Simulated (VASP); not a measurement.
# TePt (P6_3/mmc) in VASP: a series of runs

Runs on TePt. Level: PBEsol. Tasks: single point.

Everything below comes from runs of VASP 6.6.1. Logs are shortened: lines on timing, memory, paths and dates and some standing lists are left out, and cuts for length are marked.

## (1) The cell of the first run

It takes space group P6_3/mmc (No. 194, hexagonal). Conventional cell: a = 4.271 Å, b = 4.271 Å, c = 5.580 Å, α = 90.00°, β = 90.00°, γ = 120.00°. Te (site symmetry -6m2) has 6 Pt at 2.83 Å within 3.7 Å. Within 3.7 Å of Pt (site symmetry -3m) lie 2 Pt at 2.79 Å and 6 Te at 2.83 Å.

## (2) Single point, PBEsol (volume scaled by 1.03, then relaxed in part)

File INCAR:

```
PREC     = Accurate       # precision mode
ENCUT    = 520            # plane-wave cutoff, eV
EDIFF    = 1E-7           # SCF threshold, eV
ISMEAR   = 0              # smearing method
SIGMA    = 0.1            # smearing width, eV
LREAL    = F              # projectors in reciprocal space
LASPH    = T              # aspherical terms in the spheres
NELM     = 100            # most SCF steps
ALGO     = Normal         # electronic algorithm
ISIF     = 2              # what is computed and relaxed
LWAVE    = F              # write WAVECAR
LCHARG   = F              # write CHGCAR
GGA      = PS             # functional
NBANDS   = 24             # bands
```

File KPOINTS:

```
Automatic mesh
0
Gamma
  12 12 8
```

File POSCAR:

```
TePt
1.0
    4.2712103130      0.0000000000      0.0000000000
   -2.1356051565      3.6989766359      0.0000000000
    0.0000000000      0.0000000000      5.5801616494
Te Pt
2 2
Direct
    0.3333333333      0.6666666667      0.2500000000
    0.6666666667      0.3333333333      0.7500000000
    0.0000000000      0.0000000000      0.0000000000
    0.0000000000      0.0000000000      0.5000000000
```

Potentials or basis: VASP PAW PBE potentials, release 64 (Te, Pt).

Launch:

```sh
$ cat potpaw_PBE.64/Te/POTCAR potpaw_PBE.64/Pt/POTCAR > POTCAR
$ mpirun -np 1 vasp_std > vasp.out
```

OUTCAR:

```text
PREC = Accurate
   ENCUT = 520
   EDIFF = 1E-7
   ISMEAR = 0
   LREAL = F
   LASPH = T
   NELM = 100
   ISIF = 2
   GGA = PS

 ion  position               nearest neighbor table
   1  0.333  0.667  0.250-   3 2.83   4 2.83   3 2.83   4 2.83   3 2.83   4 2.83
   2  0.667  0.333  0.750-   3 2.83   4 2.83   3 2.83   4 2.83   3 2.83   4 2.83
   3  0.000  0.000  0.000-   4 2.79   4 2.79   1 2.83   2 2.83   1 2.83   2 2.83   2 2.83   1 2.83

   4  0.000  0.000  0.500-   3 2.79   3 2.79   1 2.83   2 2.83   1 2.83   2 2.83   2 2.83   1 2.83

  LATTYP: Found a hexagonal cell.
 ALAT       =     4.2712103130
 C/A-ratio  =     1.3064591159

  Lattice vectors:

 A1 = (   4.2712103130,   0.0000000000,   0.0000000000)
 A2 = (  -2.1356051565,   3.6989766359,   0.0000000000)
 A3 = (   0.0000000000,   0.0000000000,   5.5801616494)

Analysis of symmetry for initial positions (statically):
=====================================================================
 Subroutine PRICEL returns:
 Original cell was already a primitive cell.

 Routine SETGRP: Setting up the symmetry group for a
 hexagonal supercell.

 Subroutine GETGRP returns: Found 24 space group operations
 (whereof 12 operations were pure point group operations)
 out of a pool of 24 trial point group operations.

The static configuration has the point symmetry D_3d.
 The point group associated with its full space group is D_6h.

Analysis of symmetry for dynamics (positions and initial velocities):
=====================================================================
 Subroutine PRICEL returns:
 Original cell was already a primitive cell.

 Routine SETGRP: Setting up the symmetry group for a
 hexagonal supercell.

 Subroutine GETGRP returns: Found 24 space group operations
 (whereof 12 operations were pure point group operations)
 out of a pool of 24 trial point group operations.

The dynamic configuration has the point symmetry D_3d.
 The point group associated with its full space group is D_6h.

 Subroutine INISYM returns: Found 24 space group operations
 (whereof 12 operations are pure point group operations),
 and found     1 'primitive' translations

----------------------------------------------------------------------------------------

                                     Primitive cell

  volume of cell :      88.1616

  direct lattice vectors                    reciprocal lattice vectors
     4.271210313  0.000000000  0.000000000     0.234125676  0.135172522  0.000000000
    -2.135605157  3.698976636  0.000000000     0.000000000  0.270345044  0.000000000
     0.000000000  0.000000000  5.580161649     0.000000000  0.000000000  0.179206278

  length of vectors
     4.271210313  4.271210313  5.580161649     0.270345044  0.270345044  0.179206278

  position of ions in fractional coordinates (direct lattice)
     0.333333333  0.666666667  0.250000000
     0.666666667  0.333333333  0.750000000
     0.000000000  0.000000000  0.000000000
     0.000000000  0.000000000  0.500000000

  ion indices of the primitive-cell ions
   primitive index   ion index
                 1           1
                 2           2
                 3           3
                 4           4

----------------------------------------------------------------------------------------

 KPOINTS: Automatic mesh

Automatic generation of k-mesh.
 Grid dimensions read from file:
 generate k-points for:   12   12    8

 Generating k-lattice:

  Cartesian coordinates                     Fractional coordinates (reciprocal lattice)
     0.019510473  0.011264377  0.000000000     0.083333333  0.000000000  0.000000000
     0.000000000  0.022528754  0.000000000     0.000000000  0.083333333  0.000000000
     0.000000000  0.000000000  0.022400785     0.000000000  0.000000000  0.125000000

  Length of vectors
     0.022528754  0.022528754  0.022400785

  Shift w.r.t. Gamma in fractional coordinates (k-lattice)
     0.000000000  0.000000000  0.000000000

 Subroutine IBZKPT returns following result:
 ===========================================

 Found     95 irreducible k-points:

 Following reciprocal coordinates:
            Coordinates               Weight
  0.000000  0.000000  0.000000      1.000000
  0.083333  0.000000  0.000000      6.000000
  0.166667  0.000000  0.000000      6.000000
  0.250000  0.000000  0.000000      6.000000
  0.333333  0.000000  0.000000      6.000000
  0.416667 -0.000000  0.000000      6.000000
[... 16 lines left out ...]
  0.250000  0.000000  0.125000     12.000000
  0.333333  0.000000  0.125000     12.000000
 [... further k-points ...]
   k-points           NKPTS =     95   k-points in BZ     NKDIM =     95   number of bands    NBANDS=     24
   number of dos      NEDOS =    301   number of ions     NIONS =      4
   total plane-waves  NPLWV =  43008
   dimension x,y,z NGX =    32 NGY =   32 NGZ =   42
   dimension x,y,z NGXF=    64 NGYF=   64 NGZF=   84
   ions per type =               2   2
   NGX,Y,Z   is equivalent  to a cutoff of  12.46, 12.46, 12.51 a.u.
   NGXF,Y,Z  is equivalent  to a cutoff of  24.91, 24.91, 25.03 a.u.
 SYSTEM =  unknown system
   PREC   = accura    normal or accurate (medium, high low for compatibility)
   ISTART =      0    job   : 0-new  1-cont  2-samecut
   ICHARG =      2    charge: 1-file 2-atom 10-const
   ISPIN  =      1    spin polarized calculation?
   LNONCOLLINEAR =      F non collinear calculations
   LSORBIT =      F    spin-orbit coupling
   LASPH  =      T    aspherical Exc in radial PAW
   ENCUT  =  520.0 eV  38.22 Ry    6.18 a.u.   7.94  7.94 10.38*2*pi/ulx,y,z
   NELM   =    100;   NELMIN=  2; NELMDL= -5     # of ELM steps
   EDIFF  = 0.1E-06   stopping-criterion for ELM
   LREAL  =      F    real-space projection
   EDIFFG = 0.1E-05   stopping-criterion for IOM
   NSW    =      0    number of steps for IOM
   IBRION =     -1    ionic relax: 0-MD 1-quasi-New 2-CG
   NFREE  =      0    steps in history (QN), initial steepest desc. (CG)
   ISIF   =      2    stress and relaxation
   ISYM   =      2    0-nonsym 1-usesym 2-fastsym
   POTIM  = 0.5000    time-step for ionic-motion
   TEBEG  =    0.0;   TEEND  =   0.0 temperature during run
   PSTRESS=    0.0 pullay stress
   NELECT =      32.0000    total number of electrons
   NUPDOWN=      -1.0000    fix difference up-down
   EMIN   =  10.00;   EMAX   =-10.00  energy-range for DOS
   EFERMI =   0.00;   METHOD = LEGACY
   ISMEAR =     0;   SIGMA  =   0.10  broadening in eV -4-tet -1-fermi 0-gaus
   EFERMI_NEDOS =   21; number of points for ismear=-14 and -15
   IALGO  =     38    algorithm
   IMIX   =      4    mixing-type and parameters
     AMIX     =   0.40;   BMIX     =  1.00
     AMIX_MAG =   1.60;   BMIX_MAG =  1.00
  volume/ion in A,a.u.               =      22.04       148.74
  Fermi-wavevector in a.u.,A,eV,Ry     =   1.167791  2.206805 18.554746  1.363735
  Thomas-Fermi vector in A             =   2.304286
   LORBIT       =      0    0 simple, 1 ext, 2 COOP (PROOUT), +10 PAW based schemes
   GGA     = PS    functional components
   LHFCALC =     F    Hartree Fock is set to
   AEXX    =    0.0000 exact exchange contribution
   IVDW    =     0    specifies the selected vdW correction
   LEPSILON=     F    determine dielectric tensor
   LRPA    =     F    only Hartree local field effects (RPA)
 non-spin polarized calculation
 Gauss-broadening in eV      SIGMA  =   0.10
  energy-cutoff  :      520.00
  volume of cell :       88.16
 maximum number of plane-waves:      2392
 NGX is ok and might be reduce to    32
   NGX = 15   NGY = 15   NGZ = 21

 number of electron      31.9999999 magnetization

 Free energy of the ion-electron system (eV)
  ---------------------------------------------------
  ext. energy  EPLUGINS =         0.00000000
  ---------------------------------------------------
  free energy    TOTEN  =       -21.81202359 eV

  energy without entropy =      -21.79931272  energy(sigma->0) =      -21.80566816

 E-fermi :   9.0059     XC(G=0): -11.2262

 val. band max:        9.0043504486   @ k =   0.0833   0.0833   0.5000
 cond. band min:       9.0092741747   @ k =   0.3333   0.2500   0.0000
 fundamental gap:      0.0049237261
 Fermi energy:         9.0058983094

 k-point     1 :       0.0000    0.0000    0.0000
  band No.  band energies     occupation
      1      -4.8060      2.00000
      2      -2.1978      2.00000
      3       2.0383      2.00000
      4       3.0917      2.00000
      5       3.0917      2.00000
      6       3.6676      2.00000
[... 16 lines left out ...]
     23      16.3875      0.00000
     24      16.3875      0.00000

 k-point     2 :       0.0833    0.0000    0.0000
  band No.  band energies     occupation
      1      -4.7406      2.00000
      2      -2.2355      2.00000
      3       2.1284      2.00000
      4       3.1162      2.00000
      5       3.1816      2.00000
      6       3.6256      2.00000
[... 16 lines left out ...]
     23      15.2632      0.00000
     24      16.0148      0.00000

 k-point     3 :       0.1667    0.0000    0.0000
  band No.  band energies     occupation
      1      -4.5494      2.00000
      2      -2.3383      2.00000
      3       2.3938      2.00000
      4       3.1806      2.00000
      5       3.4099      2.00000
      6       3.4656      2.00000
[... 16 lines left out ...]
     23      14.7317      0.00000
     24      15.2956      0.00000

 k-point     4 :       0.2500    0.0000    0.0000
  band No.  band energies     occupation
      1      -4.2494      2.00000
      2      -2.4835      2.00000
      3       2.8161      2.00000
      4       2.9482      2.00000
      5       3.2578      2.00000
      6       3.8010      2.00000
[... 16 lines left out ...]
     23      14.9296      0.00000
     24      15.6371      0.00000

 k-point     5 :       0.3333    0.0000    0.0000
  band No.  band energies     occupation
      1      -3.8742      2.00000
      2      -2.6548      2.00000
      3       2.2528      2.00000
      4       3.3127      2.00000
      5       3.3412      2.00000
      6       4.0251      2.00000
[... 451 lines left out ...]
 k-point    22 :       0.1667    0.0000    0.1250
  band No.  band energies     occupation
      1      -4.4884      2.00000
      2      -2.4670      2.00000
      3       2.4527      2.00000
      4       3.2395      2.00000
      5       3.5420      2.00000
      6       3.6227      2.00000
[... 16 lines left out ...]
     23      14.7420      0.00000
     24      15.3500      0.00000

 k-point    23 :       0.2500    0.0000    0.1250
  band No.  band energies     occupation
      1      -4.1949      2.00000
      2      -2.5689      2.00000
      3       2.6960      2.00000
      4       3.0362      2.00000
      5       3.3132      2.00000
      6       4.0679      2.00000
[... 16 lines left out ...]
     23      15.2929      0.00000
     24      15.8152      0.00000

 k-point    24 :       0.3333    0.0000    0.1250
  band No.  band energies     occupation
      1      -3.8299      2.00000
      2      -2.7010      2.00000
      3       2.2830      2.00000
      4       3.1214      2.00000
      5       3.3650      2.00000
      6       4.1086      2.00000
[... 16 lines left out ...]
     23      15.4677      0.00000
     24      16.6761      0.00000

 [... further k-points ...]
[... 5 lines left out ...]
  --------------------------------------------------------------------------------------
  -------------------------------------------------------------------------------------
  Total       -2.1633631     -2.1633631     -2.0867248      0.0000000     -0.0000000      0.0000000
  in kB      -39.3152175    -39.3152175    -37.9224549      0.0000000     -0.0000000      0.0000000
  external PRESSURE =     -38.8509633 kB  Pullay stress =       0.0000000 kB

 VOLUME and BASIS-vectors are now :
 -----------------------------------------------------------------------------
  energy-cutoff  :      520.00
  volume of cell :       88.16
      direct lattice vectors                 reciprocal lattice vectors
     4.271210313  0.000000000  0.000000000     0.234125676  0.135172522  0.000000000
    -2.135605157  3.698976636  0.000000000     0.000000000  0.270345044  0.000000000
     0.000000000  0.000000000  5.580161649     0.000000000  0.000000000  0.179206278

 POSITION                                       TOTAL-FORCE (eV/Angst)
 -----------------------------------------------------------------------------------
     -0.00000      2.46598      1.39504         0.000000      0.000000      0.000000
      2.13561      1.23299      4.18512        -0.000000      0.000000      0.000000
      0.00000      0.00000      0.00000        -0.000000      0.000000      0.000000
      0.00000      0.00000      2.79008        -0.000000      0.000000      0.000000
 -----------------------------------------------------------------------------------
    total drift:                                0.000000     -0.000000      0.000000

  FREE ENERGIE OF THE ION-ELECTRON SYSTEM (eV)
  ---------------------------------------------------
  free  energy   TOTEN  =       -21.8120235901 eV

  energy  without entropy=      -21.7993127250  energy(sigma->0) =      -21.80566816
```

Wall time 1.7 min (1 thread of AMD EPYC 9R45 (Zen 5), shared host); peak memory 0.3 GiB.

What came out:

```yaml
Free_energy: -21.8120 eV
Pressure: -3.9 GPa
Band_gap_on_the_k_mesh: zero (band 16 reaches 9.96 eV, above the bottom of band 17 at 8.58 eV)
```

Caveat: the PAW data sets were made with another functional, which shifts forces and pressure a little; spin-orbit coupling is left out, which moves the levels of the heavy elements.

[end of part 1 of 3]
